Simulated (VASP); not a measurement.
MoSe, 2 atoms in the cell. It takes space group F-43m (No. 216, cubic). The conventional cell has a = 6.076 Å, b = 6.076 Å, c = 6.076 Å, α = 90.00°, β = 90.00°, γ = 90.00°. Mo (site symmetry -43m) has 4 Se at 2.63 Å within 3.5 Å. Within 3.5 Å of Se (site symmetry -43m) lie 4 Mo at 2.63 Å. 

```yaml
Program: VASP 6.6.1
Task: single point
Functional: PBE
Potentials_or_basis: VASP PAW PBE potentials, release 64 (Mo_sv, Se)
Cutoff: 520 eV
k_mesh: 12 × 12 × 12
Occupations: gaussian, width 0.1 eV
Spin: collinear spin, ferromagnetic start
Starting_moments: "[2.0, 0.0] μB"
Hubbard_terms: Mo d U = 4.38 eV
Dipole_correction: no
Further_INCAR_settings: ALGO = Normal; EDIFF = 1e-07; NBANDS = 21
```

Potentials or basis: VASP PAW PBE potentials, release 64 (Mo_sv, Se).

Launch:

```bash
$ cat potpaw_PBE.64/Mo_sv/POTCAR potpaw_PBE.64/Se/POTCAR > POTCAR
$ mpirun -np 1 vasp_std > vasp.out
```

Hardware: 1 thread of Intel(R) Xeon(R) Platinum 8375C CPU @ 2.90GHz (Ice Lake), on a shared host.

Q: How long does it take, and how much memory?

A: Wall time 97 s on 1 thread of Intel(R) Xeon(R) Platinum 8375C CPU @ 2.90GHz (Ice Lake) (shared host), peak memory 0.29 GiB. Counts: scf iterations 18, k points 72.
